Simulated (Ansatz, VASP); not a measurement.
Two plane-wave programs on TiSe2

```
Ti Se
1.0
     3.48071    0.00000    0.00000
    -1.74036    3.01439    0.00000
     0.00000    0.00000    5.87316
Ti Se
1 2
Cartesian
  0.0000 0.0000 0.0000
  0.0000 2.0096 1.5544
  1.7404 1.0048 4.3187
```

Alike in both runs: task relaxation of cell and atoms; functional LDA; k mesh 15 × 15 × 8; occupations gaussian, width 0.1 eV; no spin polarisation.

|  | VASP | Ansatz |
| --- | --- | --- |
| version | VASP 6.6.1 | Ansatz 0.2.0 |
| potentials or method | VASP PAW LDA potentials, release 64 (Ti_sv, Se), cutoff 500 eV | scalar-relativistic, plane waves, PAW |
| valence electrons in the cell | 24 | 44 |

|  | VASP | Ansatz | Ansatz less VASP |
| --- | --- | --- | --- |
| gap on the k mesh at the Fermi level, each at its own relaxed structure (eV) | none | none | - |
| relaxed volume (Å³/atom) | 19.86 | 19.82 | -0.038 |
| relaxed cell length with the largest relative difference (Å) | 3.441 | 3.438 | -0.0035 |

LDA's correlation is that of Perdew and Zunger in VASP and of Perdew and Wang (1992) in Ansatz. A gap of «none» marks a metal or a gap that the smearing closes. VASP's potentials hold 24 valence electrons a cell and Ansatz's 44, so a difference there can come from the potentials and not from the codes.
